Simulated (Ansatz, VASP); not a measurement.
Rb2O3: VASP beside Ansatz

```xyz
20
Lattice="-4.4486 4.4486 4.4486 4.4486 -4.4486 4.4486 4.4486 4.4486 -4.4486" Properties=species:S:1:pos:R:3 pbc="T T T"
Rb    3.9675    3.9675    3.9675
Rb    1.7432   -1.7432    2.7055
Rb    0.4812    4.9298   -0.4812
Rb    2.7055    1.7432   -1.7432
Rb   -0.4812    0.4812    4.9298
Rb    1.7432    1.7432    1.7432
Rb    4.9298   -0.4812    0.4812
Rb   -1.7432    2.7055    1.7432
O     4.0187    4.4486   -2.2243
O    -2.2243    2.6543    4.4486
O     0.4300    4.4486    2.2243
O     2.2243    1.7944    4.4486
O    -2.2243    4.0187    4.4486
O     4.4486   -2.2243    2.6543
O     2.2243    0.4300    4.4486
O     4.4486    2.2243    1.7944
O     1.7944    4.4486    2.2243
O     4.4486   -2.2243    4.0187
O     2.6543    4.4486   -2.2243
O     4.4486    2.2243    0.4300
```

Alike in both runs: functional LDA; k mesh 6 × 6 × 6; occupations fermi-dirac, width 0.15 eV; no spin polarisation.

Ansatz relaxed the structure, and its values are those at the end. VASP's run is a single point on that final structure, the one shown.

|  | VASP | Ansatz |
| --- | --- | --- |
| version | VASP 6.6.1 | Ansatz 0.2.0 |
| potentials or method | VASP PAW LDA potentials, release 64 (Rb_sv, O), cutoff 520 eV | scalar-relativistic, plane waves, PAW |
| valence electrons in the cell | 144 | 144 |

|  | VASP | Ansatz | Ansatz less VASP |
| --- | --- | --- | --- |
| pressure (GPa) | 0.7 | 0.0 | -0.72 |
| rms of the force components (eV/Å) | 0.226 | 0.000 | -0.2259 |

LDA's correlation is that of Perdew and Zunger in VASP and of Perdew and Wang (1992) in Ansatz.
